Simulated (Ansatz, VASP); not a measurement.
## One calculation of LaB6, two programs

```
La B
1.0
     4.15700    0.00000    0.00000
     0.00000    4.15700    0.00000
     0.00000    0.00000    4.15700
La B
1 6
Direct
  0.00000 0.00000 0.00000
  0.19975 0.50000 0.50000
  0.80025 0.50000 0.50000
  0.50000 0.50000 0.19975
  0.50000 0.50000 0.80025
  0.50000 0.19975 0.50000
  0.50000 0.80025 0.50000
```

Alike in both runs: functional BLYP; dispersion D3(BJ); k mesh 6 × 6 × 6; occupations gaussian, width 0.05 eV; no spin polarisation.

Ansatz relaxed the structure, and its values are those at the end. VASP's run is a single point on that final structure, the one shown.

|  | VASP | Ansatz |
| --- | --- | --- |
| version | VASP 6.6.1 | Ansatz 0.2.0 |
| potentials or method | VASP PAW PBE potentials, release 64 (La, B), cutoff 520 eV | scalar-relativistic, plane waves, PAW |
| valence electrons in the cell | 29 | 29 |

VASP gave:

```
gap on the k mesh at the Fermi level (eV) : none
pressure (GPa)                            : -5.1
rms of the force components (eV/Å)        : 0.007
```

Q: What did Ansatz give for the same quantities?

A: gap on the k mesh at the Fermi level (eV): none; pressure (GPa): -5.0; rms of the force components (eV/Å): 0.005.

VASP's potentials were made for PBE, not for BLYP. A gap of «none» marks a metal or a gap that the smearing closes. Ansatz's warnings: stress scf threshold loose.

Spin-orbit coupling is off throughout.
